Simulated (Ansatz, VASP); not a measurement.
**Two plane-wave programs on CaSe**

INCAR

```
SYSTEM = CaSe
PREC = Accurate
ENCUT = 520
EDIFF = 1E-6
ISMEAR = 0
SIGMA = 0.01
LREAL = .FALSE.
LASPH = .TRUE.
NELM = 80
ALGO = Normal
ISIF = 2
LWAVE = .FALSE.
LCHARG = .FALSE.
GGA = PE
NBANDS = 24
```

File KPOINTS:

```
Automatic mesh
0
G
  6 6 4
  0 0 0
```

POSCAR

```
CaSe
1.0
    4.1908968471      0.0000000000      0.0000000000
   -2.0954484235      3.6294231342      0.0000000000
    0.0000000000      0.0000000000      7.2703517568
Ca Se
2 2
Direct
    0.0000000000      0.0000000000      0.0000000000
    0.0000000000      0.0000000000      0.5000000000
    0.3333333333      0.6666666667      0.2500000000
    0.6666666667      0.3333333333      0.7500000000
```

Input for Ansatz:

```yaml
crystal:
  lattice:
    - [4.1908968471, 0.0, 0.0]
    - [-2.0954484235, 3.6294231342, 0.0]
    - [0.0, 0.0, 7.2703517568]
  atoms:
    - { symbol: Ca, position: [0.0, 0.0, 0.0] }
    - { symbol: Ca, position: [0.0, 0.0, 0.5] }
    - { symbol: Se, position: [0.3333333333, 0.6666666667, 0.25] }
    - { symbol: Se, position: [0.6666666667, 0.3333333333, 0.75] }
kpoints:
  mp_grid: { grid: [6, 6, 4] }
hamiltonian:
  xc: pbe
scf:
  occupations: { method: fixed }
  n_extra_bands: 5
output:
  forces: true
  stress: true
  eigenvalues: true
```

Alike in both runs: task single point; functional PBE; k mesh 6 × 6 × 4; no spin polarisation.

|  | VASP | Ansatz |
| --- | --- | --- |
| version | VASP 6.6.1 | Ansatz 0.2.0 |
| potentials or method | VASP PAW PBE potentials, release 64 (Ca_sv, Se) | plane waves, PAW |
| plane-wave cutoff (eV) | 520 | 420 |
| occupations | gaussian, width 0.01 eV | fixed |
| valence electrons in the cell | 32 | 52 |

VASP gave:

| Item | Value |
| --- | --- |
| gap on the k mesh at the Fermi level (eV) | 2.26 |
| pressure (GPa) | -1.2 |
| traceless stress, the component that is largest in VASP (GPa) | -0.09 |

**Question.** Estimate Ansatz's values.

**Answer.** gap on the k mesh at the Fermi level (eV): 2.27; pressure (GPa): -1.4; traceless stress, the component that is largest in VASP (GPa): -0.11.

VASP's potentials hold 32 valence electrons a cell and Ansatz's 52, so a difference there can come from the potentials and not from the codes.
